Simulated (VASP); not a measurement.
# Mg (P6_3/mmc) in VASP: notebook

Mg is run at these levels: PBE; tasks: electric field gradients.

Everything below comes from runs of VASP 6.6.1. Logs are shortened: lines on timing, memory, paths and dates and some standing lists are left out, and cuts for length are marked.

## Step 1: The cell of the first run

The structure is hexagonal, space group P6_3/mmc (No. 194). Conventional cell: a = 3.209 Å, b = 3.209 Å, c = 5.210 Å, α = 90.00°, β = 90.00°, γ = 120.00°. Mg (site symmetry -6m2) has 12 Mg at 3.20 to 3.21 Å within 4.2 Å.

## Step 2: Electric field gradients, PBE

INCAR reads:

```
SYSTEM = Mg
PREC     = Accurate       ! precision mode
ENCUT    = 520            ! plane-wave cutoff, eV
EDIFF    = 1E-8           ! SCF threshold, eV
ISMEAR   = -1             ! smearing method
SIGMA    = 0.08           ! smearing width, eV
LREAL    = .FALSE.        ! projectors in reciprocal space
LASPH    = .TRUE.         ! aspherical terms in the spheres
NELM     = 80             ! most SCF steps
ALGO     = Normal         ! electronic algorithm
ISIF     = 2              ! what is computed and relaxed
LWAVE    = .FALSE.        ! write WAVECAR
LCHARG   = .FALSE.        ! write CHGCAR
GGA      = PE             ! functional
LEFG     = .TRUE.       
NBANDS   = 9              ! bands
```

KPOINTS reads:

```
Automatic mesh
0
G
  12 12 7
  0 0 0
```

POSCAR reads:

```
Mg
1.0
    3.2092715325      0.0000000000      0.0000000000
   -1.6046357662      2.7793106748      0.0000000000
    0.0000000000      0.0000000000      5.2103300000
Mg
2
Direct
    0.3333333333      0.6666666667      0.2500000000
    0.6666666667      0.3333333333      0.7500000000
```

Potentials or basis: VASP PAW PBE potentials, release 64 (Mg).

The run is started by

```bash
$ cat potpaw_PBE.64/Mg/POTCAR > POTCAR
$ mpirun -np 1 vasp_std > vasp.out
```

OUTCAR:

```text
SYSTEM = Mg
   PREC = Accurate
   ENCUT = 520
   EDIFF = 1E-8
   ISMEAR = -1
   LREAL = .FALSE.
   LASPH = .TRUE.
   NELM = 80
   ISIF = 2
   GGA = PE

 ion  position               nearest neighbor table
   1  0.333  0.667  0.250-   2 3.20   2 3.20   2 3.20   2 3.20   2 3.20   2 3.20
   2  0.667  0.333  0.750-   1 3.20   1 3.20   1 3.20   1 3.20   1 3.20   1 3.20

  LATTYP: Found a hexagonal cell.
 ALAT       =     3.2092715325
 C/A-ratio  =     1.6235242008

  Lattice vectors:

 A1 = (   3.2092715325,   0.0000000000,   0.0000000000)
 A2 = (  -1.6046357662,   2.7793106748,   0.0000000000)
 A3 = (   0.0000000000,   0.0000000000,   5.2103300000)

Analysis of symmetry for initial positions (statically):
=====================================================================
 Subroutine PRICEL returns:
 Original cell was already a primitive cell.

 Routine SETGRP: Setting up the symmetry group for a
 hexagonal supercell.

 Subroutine GETGRP returns: Found 24 space group operations
 (whereof 12 operations were pure point group operations)
 out of a pool of 24 trial point group operations.

The static configuration has the point symmetry D_3d.
 The point group associated with its full space group is D_6h.

Analysis of symmetry for dynamics (positions and initial velocities):
=====================================================================
 Subroutine PRICEL returns:
 Original cell was already a primitive cell.

 Routine SETGRP: Setting up the symmetry group for a
 hexagonal supercell.

 Subroutine GETGRP returns: Found 24 space group operations
 (whereof 12 operations were pure point group operations)
 out of a pool of 24 trial point group operations.

The dynamic configuration has the point symmetry D_3d.
 The point group associated with its full space group is D_6h.

 Subroutine INISYM returns: Found 24 space group operations
 (whereof 12 operations are pure point group operations),
 and found     1 'primitive' translations

----------------------------------------------------------------------------------------

                                     Primitive cell

  volume of cell :      46.4739

  direct lattice vectors                    reciprocal lattice vectors
     3.209271532  0.000000000  0.000000000     0.311597193  0.179900723  0.000000000
[... 128 lines left out ...]
  ext. energy  EPLUGINS =         0.00000000
  ---------------------------------------------------
  free energy    TOTEN  =        -3.02036905 eV

  energy without entropy =       -3.00225768  energy(sigma->0) =       -3.01131337

 E-fermi :   2.5304     XC(G=0):  -8.4537

 val. band max:        2.5221365547   @ k =   0.2500   0.0833   0.0000
 cond. band min:       2.6483244010   @ k =   0.4167   0.0833   0.2857
 fundamental gap:      0.1261878464
 Fermi energy:         2.5304476988

 k-point     1 :       0.0000    0.0000    0.0000
  band No.  band energies     occupation
      1      -4.3090      2.00000
      2       0.9071      2.00000
      3       1.3281      2.00000
      4      13.4393      0.00000
      5      13.4393      0.00000
      6      13.5286      0.00000
      7      13.5286      0.00000
      8      14.3313      0.00000
      9      15.8826      0.00000
[... 265 lines left out ...]
 k-point    24 :       0.3333    0.0000    0.1429
  band No.  band energies     occupation
      1      -2.0513      2.00000
      2       1.7231      1.99992
      3       4.0070      0.00000
      4       5.0395      0.00000
      5       7.7903      0.00000
      6       9.9347      0.00000
      7      10.1308      0.00000
      8      11.8567      0.00000
      9      13.2758      0.00000

 [... further k-points ...]
[... 5 lines left out ...]
  --------------------------------------------------------------------------------------
  -------------------------------------------------------------------------------------
  Total       -0.0909120     -0.0909120     -0.3174716     -0.0000000      0.0000000      0.0000000
  in kB       -3.1341732     -3.1341732    -10.9447701     -0.0000000      0.0000000      0.0000000
  external PRESSURE =      -5.7377055 kB  Pullay stress =       0.0000000 kB

 VOLUME and BASIS-vectors are now :
 -----------------------------------------------------------------------------
  energy-cutoff  :      520.00
  volume of cell :       46.47
      direct lattice vectors                 reciprocal lattice vectors
     3.209271532  0.000000000  0.000000000     0.311597193  0.179900723  0.000000000
    -1.604635766  2.779310675  0.000000000     0.000000000  0.359801446  0.000000000
     0.000000000  0.000000000  5.210330000     0.000000000  0.000000000  0.191926423

 POSITION                                       TOTAL-FORCE (eV/Angst)
 -----------------------------------------------------------------------------------
     -0.00000      1.85287      1.30258         0.000000     -0.000000      0.000000
      1.60464      0.92644      3.90775        -0.000000      0.000000      0.000000
 -----------------------------------------------------------------------------------
    total drift:                                0.000000     -0.000000      0.000000

  FREE ENERGIE OF THE ION-ELECTRON SYSTEM (eV)
  ---------------------------------------------------
  free  energy   TOTEN  =        -3.0203690480 eV

  energy  without entropy=       -3.0022576845  energy(sigma->0) =       -3.01131337

 Electric field gradients (V/A^2)
---------------------------------------------------------------------
 ion       V_xx      V_yy      V_zz      V_xy      V_xz      V_yz
---------------------------------------------------------------------
   1      -0.493    -0.493     0.985    -0.000    -0.000     0.000
   2      -0.493    -0.493     0.985    -0.000     0.000    -0.000
---------------------------------------------------------------------

 Electric field gradients after diagonalization (V/A^2)
 (convention: |V_zz| > |V_xx| > |V_yy|)
----------------------------------------------------------------------
 ion       V_xx      V_yy      V_zz     asymmetry (V_yy - V_xx)/ V_zz
----------------------------------------------------------------------
   1      -0.493    -0.493     0.985       0.000
   2      -0.493    -0.493     0.985       0.000
----------------------------------------------------------------------

           NMR quadrupolar parameters

 Cq : quadrupolar parameter    Cq=e*Q*V_zz/h
 eta: asymmetry parameters     (V_yy - V_xx)/ V_zz
 Q  : nuclear electric quadrupole moment in mb (millibarn)
----------------------------------------------------------------------
 ion       Cq(MHz)       eta       Q (mb)
----------------------------------------------------------------------
   1       0.002       0.000       1.000
   2       0.002       0.000       1.000
----------------------------------------------------------------------
```

Run time: 11 s. Hardware: 1 thread of Intel Xeon Platinum 8559C (Emerald Rapids), shared host; peak memory 0.17 GiB.

What came out:

| Property | Result |
| --- | --- |
| Free energy | -3.0204 eV |
| Pressure | -0.6 GPa |
| Band gap on the k mesh | zero (band 2 reaches 3.57 eV, above the bottom of band 3 at 1.33 eV) |

Stress tensor (GPa, compression positive):
```
-0.31  0.00  0.00
 0.00 -0.31  0.00
 0.00  0.00 -1.09
```

Electric field gradients, principal values (V/Å²):
```tsv
atom	least	middle	greatest (by size)
1 Mg	-0.493	-0.493	0.985
2 Mg	-0.493	-0.493	0.985
```

Caveat: without QUAD_EFG the Cq values of the log hold for a quadrupole moment of 1 mb, not for the nuclei.

## Step 3: Electric field gradients, PBE (volume scaled by 1.02)

INCAR: that of step 2 with these lines changed.

```diff
@@ -8,3 +8,3 @@
 LASPH    = .TRUE.         ! aspherical terms in the spheres
-NELM     = 80             ! most SCF steps
+NELM     = 60             ! most SCF steps
 ALGO     = Normal         ! electronic algorithm
```

KPOINTS reads:

```
regular mesh
0
G
  12 12 7
  0 0 0
```

POSCAR reads:

```
Mg
1.0
    3.2305256058      0.0000000000      0.0000000000
   -1.6152628028      2.7977172422      0.0000000000
    0.0000000000      0.0000000000      5.2448365023
Mg
2
Direct
    0.3333333333      0.6666666667      0.2500000000
    0.6666666667      0.3333333333      0.7500000000
```

Potentials or basis: VASP PAW PBE potentials, release 64 (Mg).

The run is started by

```bash
$ cat potpaw_PBE.64/Mg/POTCAR > POTCAR
$ mpirun -np 1 vasp_std > vasp.out
```

OUTCAR:

```text
SYSTEM = Mg
   PREC = Accurate
   ENCUT = 520
   EDIFF = 1E-8
   ISMEAR = -1
   LREAL = .FALSE.
   LASPH = .TRUE.
   NELM = 60
   ISIF = 2
   GGA = PE

 ion  position               nearest neighbor table
   1  0.333  0.667  0.250-   2 3.22   2 3.22   2 3.22   2 3.22   2 3.22   2 3.22
   2  0.667  0.333  0.750-   1 3.22   1 3.22   1 3.22   1 3.22   1 3.22   1 3.22

  LATTYP: Found a hexagonal cell.
 ALAT       =     3.2305256058
 C/A-ratio  =     1.6235242008

  Lattice vectors:

 A1 = (   3.2305256058,   0.0000000000,   0.0000000000)
 A2 = (  -1.6152628028,   2.7977172422,   0.0000000000)
 A3 = (   0.0000000000,   0.0000000000,   5.2448365023)

Analysis of symmetry for initial positions (statically):
=====================================================================
 Subroutine PRICEL returns:
 Original cell was already a primitive cell.

 Routine SETGRP: Setting up the symmetry group for a
 hexagonal supercell.
[... 478 lines left out ...]
  volume of cell :       47.40
      direct lattice vectors                 reciprocal lattice vectors
     3.230525606  0.000000000  0.000000000     0.309547152  0.178717131  0.000000000
    -1.615262803  2.797717242  0.000000000     0.000000000  0.357434263  0.000000000
     0.000000000  0.000000000  5.244836502     0.000000000  0.000000000  0.190663713

 POSITION                                       TOTAL-FORCE (eV/Angst)
 -----------------------------------------------------------------------------------
     -0.00000      1.86514      1.31121        -0.000000      0.000000      0.000000
      1.61526      0.93257      3.93363         0.000000     -0.000000      0.000000
 -----------------------------------------------------------------------------------
    total drift:                                0.000000     -0.000000      0.000000

  FREE ENERGIE OF THE ION-ELECTRON SYSTEM (eV)
  ---------------------------------------------------
  free  energy   TOTEN  =        -3.0151308062 eV

  energy  without entropy=       -2.9965700036  energy(sigma->0) =       -3.00585040

 Electric field gradients (V/A^2)
---------------------------------------------------------------------
 ion       V_xx      V_yy      V_zz      V_xy      V_xz      V_yz
---------------------------------------------------------------------
   1      -0.488    -0.488     0.976     0.000    -0.000     0.000
   2      -0.488    -0.488     0.976     0.000     0.000    -0.000
---------------------------------------------------------------------

 Electric field gradients after diagonalization (V/A^2)
 (convention: |V_zz| > |V_xx| > |V_yy|)
----------------------------------------------------------------------
 ion       V_xx      V_yy      V_zz     asymmetry (V_yy - V_xx)/ V_zz
----------------------------------------------------------------------
   1      -0.488    -0.488     0.976       0.000
   2      -0.488    -0.488     0.976       0.000
----------------------------------------------------------------------

           NMR quadrupolar parameters

 Cq : quadrupolar parameter    Cq=e*Q*V_zz/h
 eta: asymmetry parameters     (V_yy - V_xx)/ V_zz
 Q  : nuclear electric quadrupole moment in mb (millibarn)
----------------------------------------------------------------------
 ion       Cq(MHz)       eta       Q (mb)
----------------------------------------------------------------------
   1       0.002       0.000       1.000
   2       0.002       0.000       1.000
----------------------------------------------------------------------
```

stdout:

```text
POSCAR found type information on POSCAR Mg
 POSCAR found :  1 types and       2 ions
 scaLAPACK will be used
 LDA part: xc-table for (Slater+PW92), standard interpolation
 POSCAR, INCAR and KPOINTS ok, starting setup
 FFT: planning ... GRIDC
 FFT: planning ... GRID_SOFT
 FFT: planning ... GRID
 WAVECAR not read
 entering main loop
ion   1

ion   2
```

Wall time 11 s (1 thread of Intel Xeon Platinum 8559C (Emerald Rapids), shared host); peak memory 0.17 GiB.

Results:

| Item | Value |
| --- | --- |
| Free energy | -3.0151 eV |
| Pressure | -1.2 GPa |
| Band gap on the k mesh | zero (band 2 reaches 3.46 eV, above the bottom of band 3 at 1.23 eV) |

Electric field gradients, principal values (V/Å²):
```tsv
atom	least	middle	greatest (by size)
1 Mg	-0.488	-0.488	0.976
2 Mg	-0.488	-0.488	0.976
```

Caveat: without QUAD_EFG the Cq values of the log hold for a quadrupole moment of 1 mb, not for the nuclei.
